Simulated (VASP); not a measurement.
**Cr: single point with LDA**

The system is Cr.

```
CELL_PARAMETERS angstrom
2.33439 0.00000 0.00000
-1.16719 2.02164 0.00000
0.00000 0.00000 4.16412
ATOMIC_POSITIONS crystal
Cr 0.33333 0.66667 0.25000
Cr 0.66667 0.33333 0.75000
```

This isn't the form of Cr at room conditions, which is bcc.

* Program: VASP 6.6.1
* Task: single point
* Functional: LDA
* Potentials or basis: VASP PAW LDA potentials, release 64 (Cr_sv)
* Cutoff: 700 eV
* k mesh: 17 × 17 × 8
* Occupations: fermi-dirac, width 0.1 eV
* Spin: no spin polarisation
* Dipole correction: no
* Further INCAR settings: ALGO = Normal; EDIFF = 1e-06; NBANDS = 21

```json
{"Pressure": "45.1 GPa", "Band gap on the k mesh": "zero (bands 14 and 15 overlap by 1.67 eV)"}
```

Stress tensor (GPa, compression positive):
```
46.55  0.00  0.00
 0.00 46.55  0.00
 0.00  0.00 42.29
```

Levels at points of the mesh, in eV from the Fermi level:
| k point | band 12 | band 13 | band 14 | band 15 | band 16 | band 17 |
| --- | --- | --- | --- | --- | --- | --- |
| (0.00, 0.00, 0.00) | -0.55 | -0.55 | -0.10 | -0.10 | 0.20 | 1.29 |
| (0.00, 0.00, 0.50) | -2.00 | -0.52 | -0.52 | -0.52 | -0.52 | 2.28 |

It took 42 s on 1 thread of Intel(R) Xeon(R) 6975P-C (Granite Rapids) (shared host), peak memory 0.19 GiB.

Caveat: the cell stands under pressure; the run has no spin polarisation, though such a crystal can be magnetic. Spin polarisation is off, so any magnetic state and its effect on volume and gap are missing.
